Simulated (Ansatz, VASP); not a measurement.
## Two plane-wave programs on NaFeO3

```xyz
5
Lattice="3.8305 0.0000 0.0000 0.0000 3.8305 0.0000 0.0000 0.0000 3.8305" Properties=species:S:1:pos:R:3 pbc="T T T"
Na    0.0000    0.0000    0.0000
Fe    1.9152    1.9152    1.9152
O     1.9152    1.9152    0.0000
O     1.9152    0.0000    1.9152
O     0.0000    1.9152    1.9152
```

Alike in both runs: task single point; functional LDA; k mesh 7 × 7 × 7; occupations fermi-dirac, width 0.1 eV; collinear spin; Hubbard terms Fe d U = 8.0 eV.

|  | VASP | Ansatz |
| --- | --- | --- |
| version | VASP 6.6.1 | Ansatz 0.2.0 |
| potentials or method | VASP PAW LDA potentials, release 64 (Na_pv, Fe, O), cutoff 520 eV | plane waves, PAW |
| valence electrons in the cell | 33 | 43 |

|  | VASP | Ansatz | Ansatz less VASP |
| --- | --- | --- | --- |
| gap on the k mesh at the Fermi level (eV) | none | none | - |
| net moment per atom (μB) | 0.98 | 0.92 | -0.059 |
| size of the moment on the site where the two differ most (μB) | 4.31 | 3.67 | -0.644 |

LDA's correlation is that of Perdew and Zunger in VASP and of Perdew and Wang (1992) in Ansatz. Site moments also hang on the region over which each program counts them. The programs project onto different local orbitals, so the same U acts differently, and such runs can settle in different states. A gap of «none» marks a metal or a gap that the smearing closes. VASP's potentials hold 33 valence electrons a cell and Ansatz's 43, so a difference there can come from the potentials and not from the codes. Ansatz's warnings: filled band counts differ across k points.
